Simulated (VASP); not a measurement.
# CdPd (P4/mmm) in VASP: notebook, part 2 of 2

VASP 6.6.1. The steps go on from the part before.

**3. Vibrations by perturbation theory, LDA**

INCAR

```
SYSTEM = CdPd
  PREC = Accurate
  ENCUT = 520
  EDIFF = 1E-8
  ISMEAR = -1
  SIGMA = 0.15
  LREAL = .FALSE.
  LASPH = .TRUE.
  NELM = 80
  ALGO = Normal
  ISIF = 2
  LWAVE = .FALSE.
  LCHARG = .FALSE.
  GGA = CA
  NBANDS = 18
  IBRION = 8
  NSW = 1
```

KPOINTS

```
regular mesh
0
G
  14 14 12
  0 0 0
```

POSCAR

```
CdPd
1.0
    2.9688783375      0.0000000000      0.0000000000
    0.0000000000      2.9688783375      0.0000000000
    0.0000000000      0.0000000000      3.6136401709
Cd Pd
1 1
Direct
    0.0000000000      0.0000000000      0.0000000000
    0.5000000000      0.5000000000      0.5000000000
```

Potentials or basis: VASP PAW LDA potentials, release 64 (Cd, Pd).

The run is started by

```sh
$ cat potpaw_LDA.64/Cd/POTCAR potpaw_LDA.64/Pd/POTCAR > POTCAR
$ mpirun -np 1 vasp_std > vasp.out
```

OUTCAR:

```text
SYSTEM = CdPd
   PREC = Accurate
   ENCUT = 520
   EDIFF = 1E-8
   ISMEAR = -1
   LREAL = .FALSE.
   LASPH = .TRUE.
   NELM = 80
   ISIF = 2
   GGA = CA
   IBRION = 8
   NSW = 1

 ion  position               nearest neighbor table
   1  0.000  0.000  0.000-   2 2.77   2 2.77   2 2.77   2 2.77   2 2.77   2 2.77   2 2.77   2 2.77

   2  0.500  0.500  0.500-   1 2.77   1 2.77   1 2.77   1 2.77   1 2.77   1 2.77   1 2.77   1 2.77

  LATTYP: Found a simple tetragonal cell.
 ALAT       =     2.9688783375
 C/A-ratio  =     1.2171735451

  Lattice vectors:

 A1 = (   2.9688783375,   0.0000000000,   0.0000000000)
 A2 = (   0.0000000000,   2.9688783375,   0.0000000000)
 A3 = (   0.0000000000,   0.0000000000,   3.6136401709)

Analysis of symmetry for initial positions (statically):
=====================================================================
 Subroutine PRICEL returns:
 Original cell was already a primitive cell.

 Routine SETGRP: Setting up the symmetry group for a
 simple tetragonal supercell.

 Subroutine GETGRP returns: Found 16 space group operations
 (whereof 16 operations were pure point group operations)
 out of a pool of 16 trial point group operations.

The static configuration has the point symmetry D_4h.

Analysis of symmetry for dynamics (positions and initial velocities):
=====================================================================
 Subroutine PRICEL returns:
 Original cell was already a primitive cell.

 Routine SETGRP: Setting up the symmetry group for a
 simple tetragonal supercell.

 Subroutine GETGRP returns: Found 16 space group operations
 (whereof 16 operations were pure point group operations)
 out of a pool of 16 trial point group operations.

The dynamic configuration has the point symmetry D_4h.

 Subroutine INISYM returns: Found 16 space group operations
 (whereof 16 operations are pure point group operations),
 and found     1 'primitive' translations

----------------------------------------------------------------------------------------

                                     Primitive cell

  volume of cell :      31.8515

  direct lattice vectors                    reciprocal lattice vectors
     2.968878338  0.000000000  0.000000000     0.336827544  0.000000000  0.000000000
     0.000000000  2.968878338  0.000000000     0.000000000  0.336827544  0.000000000
     0.000000000  0.000000000  3.613640171     0.000000000  0.000000000  0.276729268

  length of vectors
     2.968878338  2.968878338  3.613640171     0.336827544  0.336827544  0.276729268

  position of ions in fractional coordinates (direct lattice)
     0.000000000  0.000000000  0.000000000
     0.500000000  0.500000000  0.500000000

  ion indices of the primitive-cell ions
   primitive index   ion index
                 1           1
                 2           2
[... 125 lines left out ...]
 cond. band min:       6.7616856633   @ k =   0.2143   0.0000   0.3333
 fundamental gap:      0.0952194171
 Fermi energy:         6.7257233472

 k-point     1 :       0.0000    0.0000    0.0000
  band No.  band energies     occupation
      1      -2.8904      2.00000
      2      -2.7497      2.00000
      3      -2.2482      2.00000
      4      -1.7116      2.00000
      5      -1.7116      2.00000
      6      -1.4086      2.00000
[... 481 lines left out ...]
      5      -1.8387      2.00000
      6       1.0541      2.00000
[... 10 lines left out ...]
     17      20.3462      0.00000
     18      20.6585      0.00000

 [... further k-points ...]

------------------------ aborting loop because EDIFF is reached ----------------------------------------

  FORCE on cell =-STRESS in cart. coord.  units (eV):
  Direction    XX          YY          ZZ          XY          YZ          ZX
  --------------------------------------------------------------------------------------
  -------------------------------------------------------------------------------------
  Total        0.2986859      0.2986859      0.3295660      0.0000000     -0.0000000      0.0000000
  in kB       15.0243454     15.0243454     16.5776607      0.0000000     -0.0000000      0.0000000
  external PRESSURE =      15.5421172 kB  Pullay stress =       0.0000000 kB

 VOLUME and BASIS-vectors are now :
 -----------------------------------------------------------------------------
  energy-cutoff  :      520.00
  volume of cell :       31.85
      direct lattice vectors                 reciprocal lattice vectors
     2.968878338  0.000000000  0.000000000     0.336827544  0.000000000  0.000000000
     0.000000000  2.968878338  0.000000000     0.000000000  0.336827544  0.000000000
     0.000000000  0.000000000  3.613640171     0.000000000  0.000000000  0.276729268

 POSITION                                       TOTAL-FORCE (eV/Angst)
 -----------------------------------------------------------------------------------
      0.00000      0.00000      0.00000         0.000000      0.000000      0.000000
      1.48444      1.48444      1.80682         0.000000      0.000000      0.000000
 -----------------------------------------------------------------------------------
    total drift:                                0.000000      0.000000     -0.000000

  FREE ENERGIE OF THE ION-ELECTRON SYSTEM (eV)
  ---------------------------------------------------
  free  energy   TOTEN  =        -8.8848050038 eV

  energy  without entropy=       -8.8468513770  energy(sigma->0) =       -8.86582819

[... ionic steps 2 to 3 ...]

--------------------------------------- Ionic step        4  -------------------------------------------

------------------------ aborting loop because EDIFF is reached ----------------------------------------
[... 11 lines left out ...]
[... ionic steps 8 to 8 ...]

--------------------------------------- Ionic step        9  -------------------------------------------

 Free energy of the ion-electron system (eV)
  ---------------------------------------------------
  ---------------------------------------------------
  free energy    TOTEN  =        -0.26281371 eV

  energy without entropy =       -0.26281371

------------------------ aborting loop because EDIFF is reached ----------------------------------------

 INTERNAL STRAIN TENSOR  FOR ION    2  DIRECTION 3   (eV/Angst):
 -----------------------------------------------------------------------------
     0.00177  0.00000  0.00000
     0.00000  0.00177  0.00000
     0.00000 -0.00000  0.01195

 INTERNAL STRAIN TENSOR FOR ION    2 for displacements in x,y,z  (eV/Angst):
          X           Y           Z          XY          YZ          ZX
  --------------------------------------------------------------------------------
  x     0.00000     0.00000     0.00000     0.00000     0.00000     0.00000
  y     0.00000     0.00000     0.00000     0.00000     0.00000     0.00000
  z     0.00000     0.00000     0.00000     0.00000     0.00000     0.00000

 SECOND DERIVATIVES (NOT SYMMETRIZED)
 ------------------------------------
               1X          1Y          1Z          2X          2Y          2Z
  1X    -5.149058    0.000000    0.000000    5.149058    0.000000    0.000000
  1Y     0.000000   -5.149058    0.000000    0.000000    5.149058    0.000000
  1Z     0.000000    0.000000   -8.009498    0.000000    0.000000    8.009498
  2X     5.136648    0.000000    0.000000   -5.136648    0.000000    0.000000
  2Y     0.000000    5.136648    0.000000    0.000000   -5.136648    0.000000
  2Z     0.000000    0.000000    8.036420    0.000000    0.000000   -8.036420

 Eigenvectors and eigenvalues of the dynamical matrix
 ----------------------------------------------------

   1 f  =    5.989169 THz    37.631056 2PiTHz  199.777159 cm-1    24.769200 meV
             X         Y         Z           dx          dy          dz
      0.000000  0.000000  0.000000     0.000000   -0.000000   -0.696759
      1.484439  1.484439  1.806820     0.000000    0.000000    0.717305
[... 21 lines left out ...]
   6 f/i=    0.005022 THz     0.031556 2PiTHz    0.167527 cm-1     0.020771 meV
             X         Y         Z           dx          dy          dz
      0.000000  0.000000  0.000000     0.000000   -0.000000   -0.717305
      1.484439  1.484439  1.806820     0.000000   -0.000000   -0.696759

--------------------------------------------------------------------------------------------------------

 ELASTIC MODULI CONTR FROM IONIC RELAXATION (kBar)
 Direction    XX          YY          ZZ          XY          YZ          ZX
 --------------------------------------------------------------------------------
 XX           0.0000      0.0000      0.0000      0.0000      0.0000      0.0000
 YY           0.0000      0.0000      0.0000      0.0000      0.0000      0.0000
 ZZ           0.0000      0.0000      0.0000      0.0000      0.0000      0.0000
 XY           0.0000      0.0000      0.0000      0.0000      0.0000      0.0000
 YZ           0.0000      0.0000      0.0000      0.0000      0.0000      0.0000
 ZX           0.0000      0.0000      0.0000      0.0000      0.0000      0.0000
 --------------------------------------------------------------------------------
```

Wall time 15 min (1 thread of Intel Xeon 8259CL, shared host); peak memory 0.86 GiB.

Results:

```
Highest phonon frequency at Γ : 200 cm⁻¹
```

Phonon frequencies in cm⁻¹ (negative: imaginary):
```tsv
q point	frequencies
(0.000, 0.000, 0.000)	0 0 0 160 160 200
```

Caveat: the cell stands under pressure or tension, which shifts response properties.
